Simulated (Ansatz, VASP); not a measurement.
ZnO: VASP beside Ansatz

File INCAR:

```
  ALGO = Normal
  EDIFF = 1E-6
  ENCUT = 520
  GGA = PE
  ISIF = 2
  ISMEAR = -1
  LASPH = T
  LCHARG = T
  LELF = T
  LREAL = F
  LVHAR = T
  LWAVE = F
  NBANDS = 26
  NELM = 60
  PREC = Accurate
  SIGMA = 0.05
```

File KPOINTS:

```
k-points
0
Gamma
  9 9 4
```

Contents of POSCAR:

```
ZnO
1.0
    3.2435297227      0.0000000000      0.0000000000
   -1.6217648613      2.8089791378      0.0000000000
    0.0000000000      0.0000000000      7.0340722211
Zn O
2 2
Direct
    0.0000000000      0.0000000000      0.2500000000
    0.0000000000      0.0000000000      0.7500000000
    0.6666666667      0.3333333333      0.7500000000
    0.3333333333      0.6666666667      0.2500000000
```

input.yaml

```yaml
crystal:
  lattice:
    - [3.2435297227, 0.0, 0.0]
    - [-1.6217648613, 2.8089791378, 0.0]
    - [0.0, 0.0, 7.0340722211]
  atoms:
    - { symbol: Zn, position: [0.0, 0.0, 0.25] }
    - { symbol: Zn, position: [0.0, 0.0, 0.75] }
    - { symbol: O, position: [0.6666666667, 0.3333333333, 0.75] }
    - { symbol: O, position: [0.3333333333, 0.6666666667, 0.25] }
kpoints:
  mp_grid: { grid: [9, 9, 4] }
scf:
  occupations: { method: fermi_dirac, width: 0.05 }
hamiltonian:
  xc: pbe
  pseudopotentials: { kind: all_electron, lapw: { basis_error: 0.001 } }
output:
  forces: true
  stress: true
  eigenvalues: true
```

Change from the starting cell: volume scaled by 0.96.

Alike in both runs: task single point; functional PBE; k mesh 9 × 9 × 4; occupations fermi-dirac, width 0.05 eV; no spin polarisation.

|  | VASP | Ansatz |
| --- | --- | --- |
| version | VASP 6.6.1 | Ansatz 0.2.0 |
| potentials or method | VASP PAW PBE potentials, release 64 (Zn, O), cutoff 520 eV | all-electron LAPW, scalar-relativistic |

```csv
,VASP,Ansatz,Ansatz less VASP
gap on the k mesh at the Fermi level (eV),0.82,0.84,+0.018
least direct gap on the mesh (eV),0.82,0.84,+0.018
pressure (GPa),4.2,3.2,-0.94
"traceless stress, the component that is largest in VASP (GPa)",-3.80,-2.83,+0.964
```

Ansatz ran all-electron here, and VASP with PAW potentials.
